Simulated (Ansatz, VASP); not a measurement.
Two plane-wave programs on Y2Si3O

Contents of INCAR:

```
ALGO = Normal ; EDIFF = 1E-7
ENCUT = 520 ; GGA = PE
ISIF = 2 ; ISMEAR = 0
LASPH = T ; LCHARG = T
LELF = T ; LREAL = F
LVHAR = T ; LWAVE = F
NBANDS = 29 ; NELM = 60
PREC = Accurate ; SIGMA = 0.1
```

KPOINTS

```
k-points
0
Gamma
  6 6 4
```

The input POSCAR:

```
Y2Si3O
1.0
    4.3144334800      0.0000000000      0.0000000000
   -2.1572167400      3.7364090000      0.0000000000
    0.0000000000      0.0000000000      6.8631498800
Y Si O
2 3 1
Direct
    0.6666666700      0.3333333300      0.7472822100
    0.3333333300      0.6666666700      0.2527177900
    0.6666666700      0.3333333300      0.3520774200
    0.3333333300      0.6666666700      0.6479225800
    0.0000000000      0.0000000000      0.5000000000
    0.0000000000      0.0000000000      0.0000000000
```

Input for Ansatz:

```yaml
crystal:
  lattice:
    - [4.31443348, 0.0, 0.0]
    - [-2.15721674, 3.736409, 0.0]
    - [0.0, 0.0, 6.86314988]
  atoms:
    - { symbol: "Y", position: [0.66666667, 0.33333333, 0.74728221] }
    - { symbol: "Y", position: [0.33333333, 0.66666667, 0.25271779] }
    - { symbol: Si, position: [0.66666667, 0.33333333, 0.35207742] }
    - { symbol: Si, position: [0.33333333, 0.66666667, 0.64792258] }
    - { symbol: Si, position: [0.0, 0.0, 0.5] }
    - { symbol: O, position: [0.0, 0.0, 0.0] }
basis:
  ecutwfc: 420
kpoints:
  mp_grid: { grid: [6, 6, 4] }
hamiltonian:
  xc: pbe
scf:
  occupations: { method: gaussian, width: 0.1 }
  lower_state_search: "off"
output:
  forces: true
  stress: true
  eigenvalues: true
```

Change from the starting cell: species swapped into the Li3SmSb2 type (P-3m1, No. 164).

Alike in both runs: task single point; functional PBE; k mesh 6 × 6 × 4; occupations gaussian, width 0.1 eV; no spin polarisation.

```csv
,VASP,Ansatz
version,VASP 6.6.1,Ansatz 0.2.0
potentials or method,"VASP PAW PBE potentials, release 64 (Y_sv, Si, O), cutoff 520 eV","scalar-relativistic, plane waves, PAW"
valence electrons in the cell,40,40
```

Ansatz gave:

* gap on the k mesh at the Fermi level (eV): none
* pressure (GPa): 7.8
* traceless stress, the component that is largest in VASP (GPa): 0.31
* rms of the force components (eV/Å): 1.559

Problem. Which values does VASP return?

Solution. gap on the k mesh at the Fermi level (eV): none; pressure (GPa): 7.7; traceless stress, the component that is largest in VASP (GPa): 0.30; rms of the force components (eV/Å): 1.556.

Atom by atom the forces differ by 0.004 eV/Å (rms over components). A gap of «none» marks a metal or a gap that the smearing closes. The functional is the same, so the differences come from potentials, cutoffs and numerics.
